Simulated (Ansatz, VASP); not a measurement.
## ScC3: VASP beside Ansatz

Contents of INCAR:

```
PREC = Accurate
ENCUT = 600
EDIFF = 1E-7
ISMEAR = 0
SIGMA = 0.1
LREAL = False
LASPH = True
NELM = 100
ALGO = Normal
ISIF = 3
LWAVE = False
LCHARG = False
GGA = PE
IBRION = 2
NSW = 90
EDIFFG = -0.04
```

KPOINTS

```
Automatic mesh
0
Gamma
  6 6 4
```

The input POSCAR:

```
ScC3
1.0
    4.8231212126      0.0000000000      0.0000000000
   -2.4115606063      4.1769454957      0.0000000000
    0.0000000000      0.0000000000      5.1959628233
Sc C
2 6
Direct
    0.3333333333      0.6666666667      0.2500000000
    0.6666666667      0.3333333333      0.7500000000
    0.0455000000      0.3763000000      0.2500000000
    0.6692000000      0.0455000000      0.7500000000
    0.6237000000      0.6692000000      0.2500000000
    0.9545000000      0.6237000000      0.7500000000
    0.3308000000      0.9545000000      0.2500000000
    0.3763000000      0.3308000000      0.7500000000
```

Input for Ansatz:

```yaml
crystal:
  lattice:
    - [4.8231212126, 0.0, 0.0]
    - [-2.4115606063, 4.1769454957, 0.0]
    - [0.0, 0.0, 5.1959628233]
  atoms:
    - { symbol: Sc, position: [0.3333333333, 0.6666666667, 0.25] }
    - { symbol: Sc, position: [0.6666666667, 0.3333333333, 0.75] }
    - { symbol: C, position: [0.0455, 0.3763, 0.25] }
    - { symbol: C, position: [0.6692, 0.0455, 0.75] }
    - { symbol: C, position: [0.6237, 0.6692, 0.25] }
    - { symbol: C, position: [0.9545, 0.6237, 0.75] }
    - { symbol: C, position: [0.3308, 0.9545, 0.25] }
    - { symbol: C, position: [0.3763, 0.3308, 0.75] }
basis:
  ecutwfc: 420
kpoints:
  mp_grid: { grid: [6, 6, 4] }
hamiltonian:
  xc: pbe
scf:
  occupations: { method: gaussian, width: 0.1 }
  lower_state_search: "off"
output:
  forces: true
  stress: true
  eigenvalues: true
relax:
  adjacent_minimum: "off"
  f_tol: 0.04
  max_steps: 70
  cell: { stress_tol: 0.4 }
```

Alike in both runs: task relaxation of cell and atoms; functional PBE; k mesh 6 × 6 × 4; occupations gaussian, width 0.1 eV; no spin polarisation.

```csv
,VASP,Ansatz
version,VASP 6.6.1,Ansatz 0.2.0
potentials or method,"VASP PAW PBE potentials, release 64 (Sc_sv, C), cutoff 600 eV","scalar-relativistic, plane waves, PAW"
valence electrons in the cell,46,46
```

VASP gave:

| Item | Value |
| --- | --- |
| gap on the k mesh at the Fermi level, each at its own relaxed structure (eV) | none |
| relaxed volume (Å³/atom) | 11.72 |
| relaxed cell length with the largest relative difference (Å) | 4.519 |

**Question.** What did Ansatz give for the same quantities?

**Answer.** gap on the k mesh at the Fermi level, each at its own relaxed structure (eV): none; relaxed volume (Å³/atom): 14.67; relaxed cell length with the largest relative difference (Å): 5.272.

A gap of «none» marks a metal or a gap that the smearing closes. One of these differences is far larger than is usual between the two programs; its cause wasn't traced.
